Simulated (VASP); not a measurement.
# HfN (Pm-3m) in VASP: settings compared, part 2 of 2

VASP 6.6.1. Earlier steps stand in the parts before.

## Step 3: Single point, BLYP

This run uses another cell than the first one, of 11.50 Å³/atom.

Contents of INCAR:

```
AGGAC = 1.0
AGGAX = 1.0
ALDAC = 0.0
ALDAX = 1.0
ALGO = Normal
EDIFF = 1E-6
ENCUT = 520
GGA = B5
ISIF = 2
ISMEAR = -1
LASPH = T
LCHARG = F
LREAL = F
LWAVE = F
NBANDS = 14
NELM = 100
PREC = Accurate
SIGMA = 0.05
```

Contents of KPOINTS:

```
k-points
0
Gamma
  9 9 9
```

Contents of POSCAR:

```
HfN
1.0
    2.8437393532      0.0000000000      0.0000000000
    0.0000000000      2.8437393532      0.0000000000
    0.0000000000      0.0000000000      2.8437393532
Hf N
1 1
Direct
    0.5000000000      0.5000000000      0.5000000000
    0.0000000000      0.0000000000      0.0000000000
```

Potentials or basis: VASP PAW PBE potentials, release 64 (Hf_pv, N).

Run with:

```
> cat potpaw_PBE.64/Hf_pv/POTCAR potpaw_PBE.64/N/POTCAR > POTCAR
> mpirun -np 1 vasp_std > vasp.out
```

Run time: 7.8 s. Hardware: 1 thread of Intel Xeon 6975P-C (Granite Rapids), shared host; peak memory 0.14 GiB.

The run converged. Its results:

| Property | Result |
| --- | --- |
| Free energy | -18.0288 eV |
| Pressure | 2.3 GPa |
| Band gap on the k mesh | zero (an odd number of electrons rules out a gap without spin polarisation) |

Levels at points of the mesh, in eV from the Fermi level:
```tsv
k point	band 6	band 7	band 8	band 9	band 10	band 11
(0.00, 0.00, 0.00)	-2.32	-1.07	-1.07	-1.07	3.27	6.06
```

Caveat: the PAW data sets were made with another functional, which shifts forces and pressure a little; spin-orbit coupling is left out, which moves the levels of the heavy elements.

## Step 4: Single point, BLYP

This run uses another cell than the first one, of 11.72 Å³/atom.

Contents of INCAR:

```
AGGAC    = 1.0          
AGGAX    = 1.0          
ALDAC    = 0.0          
ALDAX    = 1.0          
ALGO     = Normal         # electronic algorithm
EDIFF    = 1E-6           # SCF threshold, eV
ENCUT    = 520            # plane-wave cutoff, eV
GGA      = B5             # functional
ISIF     = 2              # what is computed and relaxed
ISMEAR   = -1             # smearing method
LASPH    = T              # aspherical terms in the spheres
LCHARG   = F              # write CHGCAR
LREAL    = F              # projectors in reciprocal space
LWAVE    = F              # write WAVECAR
NBANDS   = 14             # bands
NELM     = 60             # most SCF steps
PREC     = Accurate       # precision mode
SIGMA    = 0.05           # smearing width, eV
```

KPOINTS is that of step 3.

Contents of POSCAR:

```
HfN
1.0
    2.8622057106      0.0000000000      0.0000000000
    0.0000000000      2.8622057106      0.0000000000
    0.0000000000      0.0000000000      2.8622057106
Hf N
1 1
Direct
    0.5000000000      0.5000000000      0.5000000000
    0.0000000000      0.0000000000      0.0000000000
```

Potentials or basis: VASP PAW PBE potentials, release 64 (Hf_pv, N).

Run with:

```
> cat potpaw_PBE.64/Hf_pv/POTCAR potpaw_PBE.64/N/POTCAR > POTCAR
> mpirun -np 1 vasp_std > vasp.out
```

OUTCAR:

```text
EDIFF = 1E-6
   ENCUT = 520
   GGA = B5
   ISIF = 2
   ISMEAR = -1
   LASPH = T
   LREAL = F
   NELM = 60
   PREC = Accurate

 ion  position               nearest neighbor table
   1  0.500  0.500  0.500-   2 2.48   2 2.48   2 2.48   2 2.48   2 2.48   2 2.48   2 2.48   2 2.48

   2  0.000  0.000  0.000-   1 2.48   1 2.48   1 2.48   1 2.48   1 2.48   1 2.48   1 2.48   1 2.48

  LATTYP: Found a simple cubic cell.
 ALAT       =     2.8622057106
[... 595 lines left out ...]

 [... further k-points ...]

------------------------ aborting loop because EDIFF is reached ----------------------------------------

  FORCE on cell =-STRESS in cart. coord.  units (eV):
  Direction    XX          YY          ZZ          XY          YZ          ZX
  --------------------------------------------------------------------------------------
  -------------------------------------------------------------------------------------
  Total       -0.2912028     -0.2912028     -0.2912028     -0.0000000     -0.0000000      0.0000000
  in kB      -19.8977329    -19.8977329    -19.8977329     -0.0000000     -0.0000000      0.0000000
  external PRESSURE =     -19.8977329 kB  Pullay stress =       0.0000000 kB

 VOLUME and BASIS-vectors are now :
 -----------------------------------------------------------------------------
  energy-cutoff  :      520.00
  volume of cell :       23.45
      direct lattice vectors                 reciprocal lattice vectors
     2.862205711  0.000000000  0.000000000     0.349380898  0.000000000  0.000000000
     0.000000000  2.862205711  0.000000000     0.000000000  0.349380898  0.000000000
     0.000000000  0.000000000  2.862205711     0.000000000  0.000000000  0.349380898

 POSITION                                       TOTAL-FORCE (eV/Angst)
 -----------------------------------------------------------------------------------
      1.43110      1.43110      1.43110         0.000000      0.000000      0.000000
      0.00000      0.00000      0.00000         0.000000      0.000000      0.000000
 -----------------------------------------------------------------------------------
    total drift:                                0.000000     -0.000000     -0.000000

  FREE ENERGIE OF THE ION-ELECTRON SYSTEM (eV)
  ---------------------------------------------------
  free  energy   TOTEN  =       -18.0292978551 eV

  energy  without entropy=      -18.0179471789  energy(sigma->0) =      -18.02362252
```

OSZICAR:

```text
N       E                     dE             d eps       ncg     rms          rms(c)
DAV:   1     0.320007010475E+02    0.32001E+02   -0.77999E+03   980   0.102E+03
DAV:   2    -0.197546977522E+02   -0.51755E+02   -0.47662E+02  1252   0.221E+02
DAV:   3    -0.213757679788E+02   -0.16211E+01   -0.16150E+01  1184   0.310E+01
DAV:   4    -0.213820105690E+02   -0.62426E-02   -0.62403E-02  1186   0.216E+00
DAV:   5    -0.213820629242E+02   -0.52355E-04   -0.52354E-04  1212   0.159E-01    0.339E+01
DAV:   6    -0.182048510012E+02    0.31772E+01   -0.73019E+00  1136   0.221E+01    0.336E+01
DAV:   7    -0.180685819366E+02    0.13627E+00   -0.60198E-01  1136   0.647E+00    0.239E+01
DAV:   8    -0.180516738648E+02    0.16908E-01   -0.33884E-01  1124   0.466E+00    0.933E+00
DAV:   9    -0.180292298183E+02    0.22444E-01   -0.38935E-02  1076   0.170E+00    0.993E-01
DAV:  10    -0.180293683082E+02   -0.13849E-03   -0.29747E-03  1250   0.419E-01    0.105E-01
DAV:  11    -0.180292971617E+02    0.71146E-04   -0.25588E-04  1088   0.122E-01    0.143E-01
DAV:  12    -0.180292970682E+02    0.93508E-07   -0.22199E-05  1166   0.407E-02    0.728E-02
DAV:  13    -0.180292978551E+02   -0.78688E-06   -0.33444E-06  1118   0.187E-02
   1 F= -.18029298E+02 E0= -.18023623E+02  d E =-.113507E-01
```

stdout:

```text
POSCAR found type information on POSCAR HfN
 POSCAR found :  2 types and       2 ions
 scaLAPACK will be used
 -----------------------------------------------------------------------------
|                                                                             |
|                                                                             |
|     You enforced a specific xc type in the INCAR file but a different       |
|     I HOPE YOU KNOW WHAT YOU ARE DOING!                                     |
|                                                                             |
 -----------------------------------------------------------------------------

 LDA part: xc-table for (Slater(with rela. corr.)+VWN5), standard interpolation
 POSCAR, INCAR and KPOINTS ok, starting setup
 FFT: planning ... GRIDC
 FFT: planning ... GRID_SOFT
 FFT: planning ... GRID
 WAVECAR not read
 entering main loop
```

Wall time 7.8 s (1 thread of Intel Xeon 6975P-C (Granite Rapids), shared host); peak memory 0.14 GiB.

What came out:

```
Free energy            : -18.0293 eV
Pressure               : -2.0 GPa
Band gap on the k mesh : zero (an odd number of electrons rules out a gap without spin polarisation)
```

Levels at points of the mesh, in eV from the Fermi level:
| k point | band 6 | band 7 | band 8 | band 9 | band 10 | band 11 |
| --- | --- | --- | --- | --- | --- | --- |
| (0.00, 0.00, 0.00) | -2.25 | -1.05 | -1.05 | -1.05 | 3.03 | 5.93 |

Caveat: the PAW data sets were made with another functional, which shifts forces and pressure a little; spin-orbit coupling is left out, which moves the levels of the heavy elements.

## Step 5: Single point, LDA

This run uses another cell than the first one, of 11.95 Å³/atom.

Contents of INCAR:

```
SYSTEM = HfN
PREC = Accurate
ENCUT = 520
EDIFF = 1E-7
ISMEAR = -1
SIGMA = 0.05
LREAL = .False.
LASPH = .True.
NELM = 60
ALGO = Normal
ISIF = 2
LWAVE = .False.
LCHARG = .False.
NBANDS = 14
```

Contents of KPOINTS:

```
Automatic mesh
0
Gamma
  9 9 9
  0 0 0
```

Contents of POSCAR:

```
HfN
1.0
    2.8804368117      0.0000000000      0.0000000000
    0.0000000000      2.8804368117      0.0000000000
    0.0000000000      0.0000000000      2.8804368117
Hf N
1 1
Direct
    0.5000000000      0.5000000000      0.5000000000
    0.0000000000      0.0000000000      0.0000000000
```

Potentials or basis: VASP PAW LDA potentials, release 64 (Hf_pv, N).

Run with:

```
> cat potpaw_LDA.64/Hf_pv/POTCAR potpaw_LDA.64/N/POTCAR > POTCAR
> mpirun -np 1 vasp_std > vasp.out
```

It took 3.6 s on 1 thread of Intel Xeon 6975P-C (Granite Rapids), shared host; peak memory 0.13 GiB.

The run converged. Its results:

- Free energy: -21.6509 eV
- Pressure: -27.0 GPa
- Band gap on the k mesh: zero (an odd number of electrons rules out a gap without spin polarisation)

Levels at points of the mesh, in eV from the Fermi level:
```tsv
k point	band 5	band 6	band 7	band 8	band 9	band 10	band 11	band 12
(0.00, 0.00, 0.00)	-2.23	-2.23	-1.00	-1.00	-1.00	2.72	5.90	5.90
```

Caveat: the cell stands under tension; spin-orbit coupling is left out, which moves the levels of the heavy elements.

## Step 6: Single point, BLYP

This run uses another cell than the first one, of 11.95 Å³/atom.

Contents of INCAR:

```
AGGAC = 1.0
AGGAX = 1.0
ALDAC = 0.0
ALDAX = 1.0
ALGO = Normal
EDIFF = 1E-6
ENCUT = 520
GGA = B5
ISIF = 2
ISMEAR = -1
LASPH = T
LCHARG = F
LREAL = F
LWAVE = F
NBANDS = 14
NELM = 60
PREC = Accurate
SIGMA = 0.05
```

Contents of KPOINTS:

```
k-points
0
Gamma
  9 9 9
```

POSCAR is that of step 5.

Potentials or basis: VASP PAW PBE potentials, release 64 (Hf_pv, N).

Run with:

```
> cat potpaw_PBE.64/Hf_pv/POTCAR potpaw_PBE.64/N/POTCAR > POTCAR
> mpirun -np 1 vasp_std > vasp.out
```

Run time: 8.2 s. Hardware: 1 thread of Intel Xeon 6975P-C (Granite Rapids), shared host; peak memory 0.14 GiB.

The run converged. Its results:

```yaml
Free_energy: -18.0184 eV
Pressure: -5.9 GPa
Band_gap_on_the_k_mesh: zero (an odd number of electrons rules out a gap without spin polarisation)
```

Levels at points of the mesh, in eV from the Fermi level:
| k point | band 5 | band 6 | band 7 | band 8 | band 9 | band 10 | band 11 | band 12 |
| --- | --- | --- | --- | --- | --- | --- | --- | --- |
| (0.00, 0.00, 0.00) | -2.18 | -2.18 | -1.04 | -1.04 | -1.04 | 2.80 | 5.82 | 5.82 |

Caveat: the cell stands under tension; the PAW data sets were made with another functional, which shifts forces and pressure a little; spin-orbit coupling is left out, which moves the levels of the heavy elements.

## Step 7: Summary

```tsv
level	potentials or basis	cell	gap on the mesh (eV)	pressure (GPa)
BLYP	VASP PAW PBE potentials, release 64 (Hf_pv, N)	a = 2.825 Å, 2 atoms	none	7.0
BLYP	VASP PAW PBE potentials, release 64 (Hf_pv, N)	a = 2.844 Å, 2 atoms	none	2.3
BLYP	VASP PAW PBE potentials, release 64 (Hf_pv, N)	a = 2.862 Å, 2 atoms	none	-2.0
LDA	VASP PAW LDA potentials, release 64 (Hf_pv, N)	a = 2.880 Å, 2 atoms	none	-27.0
BLYP	VASP PAW PBE potentials, release 64 (Hf_pv, N)	a = 2.880 Å, 2 atoms	none	-5.9
```

Alike in all rows: task single point; no spin polarisation; k mesh 9 × 9 × 9; cutoff (eV) 520; smearing fermi-dirac 0.05 eV.

Caveats: spin-orbit coupling is left out, which moves the levels of the heavy elements; the PAW data sets were made with another functional, which shifts forces and pressure a little (at least some runs); the cell stands under tension (at least some runs); the cell stands under pressure (at least some runs).

Total energies depend on the potentials used, so only differences within one code and one set of settings carry meaning.
